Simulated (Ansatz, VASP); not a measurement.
This is a calculation of Te for VASP 6.6.1.

The input INCAR:

```
SYSTEM = Te
PREC = Accurate
ENCUT = 520
EDIFF = 1E-6
ISMEAR = -5
SIGMA = 0.05
LREAL = .FALSE.
LASPH = .TRUE.
NELM = 150
ALGO = Normal
ISIF = 2
LWAVE = .FALSE.
LCHARG = .TRUE.
MAGMOM = 0 0 0
LORBIT = 11
LSORBIT = .TRUE.
GGA_COMPAT = .FALSE.
LORBMOM = .TRUE.
GGA = PE
ALDAC = 0.0
AGGAC = 0.0
LVHAR = .TRUE.
NBANDS = 17
```

File KPOINTS:

```
Automatic mesh
0
G
  9 9 9
  0 0 0
```

File POSCAR:

```
Te
1.0
    2.3059043427      1.3313144930      1.6909537039
   -2.3059043427      1.3313144930      1.6909537039
    0.0000000000     -2.6626289860      1.6909537039
Te
1
Direct
    0.5000000000      0.5000000000      0.5000000000
```

Potentials or basis: VASP PAW PBE potentials, release 64 (Te).

The run is started by

```sh
$ cat potpaw_PBE.64/Te/POTCAR > POTCAR
$ mpirun -np 1 vasp_ncl > vasp.out
```

Task: Translate it to Ansatz 0.2.0. Potentials there: Ansatz PAW.

Result: As run (the cutoff follows the program's own potentials):

input.yaml

```yaml
crystal:
  lattice:
    - [2.3059043427, 1.331314493, 1.6909537039]
    - [-2.3059043427, 1.331314493, 1.6909537039]
    - [0.0, -2.662628986, 1.6909537039]
  atoms:
    - { symbol: Te, position: [0.5, 0.5, 0.5] }
hamiltonian:
  xc: { exchange: pbe, correlation: none }
  pseudopotentials: { kind: paw_fr }
magnetization:
  noncollinear: true
  spin_orbit: true
kpoints:
  mp_grid: { grid: [9, 9, 9] }
scf:
  occupations: { method: tetrahedron }
output:
  forces: true
  stress: true
```

Potentials or basis: Ansatz PAW.

Command:

```console
$ ansatz run input.yaml --threads 1 --pin off --max-ram 2560MiB --backend cpu --events-out ev --progress --plain --runs-dir out
```

Both were run:

|  | VASP | Ansatz | Ansatz less VASP |
| --- | --- | --- | --- |
| pressure (GPa) | 13.0 | 12.9 | -0.06 |
| traceless stress, the component that is largest in VASP (GPa) | -0.35 | -0.29 | +0.055 |
| net moment per atom (μB) | 0.00 | 0.00 | 0.000 |

VASP's potentials were made for PBE, not for PBE exchange alone. VASP's potentials hold 6 valence electrons a cell and Ansatz's 16, so a difference there can come from the potentials and not from the codes.
